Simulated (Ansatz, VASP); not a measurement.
MnO: VASP beside Ansatz

```
CELL_PARAMETERS angstrom
0.00000 2.22391 2.22391
2.22391 0.00000 2.22391
2.22391 2.22391 0.00000
ATOMIC_POSITIONS crystal
Mn 0.00000 0.00000 0.00000
O 0.50000 0.50000 0.50000
```

Alike in both runs: functional r2SCANh; k mesh 5 × 5 × 5; occupations fermi-dirac, width 0.05 eV; collinear spin.

|  | VASP | Ansatz |
| --- | --- | --- |
| version | VASP 6.6.1 | Ansatz 0.2.0 |
| potentials or method | VASP PAW PBE potentials, release 64 (Mn_pv, O) | Ansatz PAW |
| plane-wave cutoff (eV) | 520 | 500 |
| valence electrons in the cell | 19 | 21 |
| task | single point | band structure |

|  | VASP | Ansatz | Ansatz less VASP |
| --- | --- | --- | --- |
| gap on the k mesh at the Fermi level (eV) | 1.14 | 1.13 | -0.014 |
| least direct gap on the mesh (eV) | 3.93 | 3.92 | -0.014 |
| pressure (GPa) | -0.1 | -0.4 | -0.29 |
| net moment per atom (μB) | 2.50 | 2.50 | 0.000 |
| size of the moment on the site where the two differ most (μB) | 4.57 | 4.30 | -0.273 |

VASP's potentials were made for PBE, not for r2SCANh. Site moments also hang on the region over which each program counts them. VASP's potentials hold 19 valence electrons a cell and Ansatz's 21, so a difference there can come from the potentials and not from the codes.

The k mesh is coarse, so the values compare programs but aren't converged. Noted on Ansatz's run: the magnetic or orbital state may not be the lowest; the k mesh misses the band edges, so the gap on the mesh is wider than the one along the path.
